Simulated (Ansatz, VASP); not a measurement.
Two plane-wave programs on Ta5W

```
Ta W
1.0
    -1.64167   -2.33725   -0.00021
     4.94646   -2.35212    0.00089
     0.00293   -0.00097   13.90046
Ta W
10 2
Direct
  0.99957 0.99986 0.16042
  0.49967 0.49983 0.16042
  0.74924 0.24968 0.33030
  0.24935 0.74970 0.33032
  0.99990 0.99998 0.49999
  0.49998 0.49998 0.49999
  0.75066 0.25030 0.66971
  0.25074 0.75029 0.66970
  0.00035 0.00017 0.83958
  0.50052 0.50015 0.83959
  0.74995 0.25002 0.99999
  0.25006 0.75005 0.00000
```

Change from the starting cell: cell x2, atoms moved at random (sigma 0.1 Å) and cell strained at random (1.5 %), then relaxed without symmetry.

Alike in both runs: functional PBE; k mesh 8 × 4 × 2; occupations gaussian, width 0.2 eV; no spin polarisation.

Ansatz relaxed the structure, and its values are those at the end. VASP's run is a single point on that final structure, the one shown.

|  | VASP | Ansatz |
| --- | --- | --- |
| version | VASP 6.6.1 | Ansatz 0.2.0 |
| potentials or method | VASP PAW PBE potentials, release 64 (Ta_pv, W_sv), cutoff 520 eV | scalar-relativistic, plane waves, PAW |
| valence electrons in the cell | 138 | 158 |

```csv
,VASP,Ansatz,Ansatz less VASP
gap on the k mesh at the Fermi level (eV),none,none,-
pressure (GPa),0.1,-0.1,-0.15
rms of the force components (eV/Å),0.008,0.004,-0.0040
```

A gap of «none» marks a metal or a gap that the smearing closes. With one functional, cell and mesh, what is left measures potentials, basis and numerics. VASP's potentials hold 138 valence electrons a cell and Ansatz's 158, so a difference there can come from the potentials and not from the codes.

Spin-orbit coupling is off throughout.
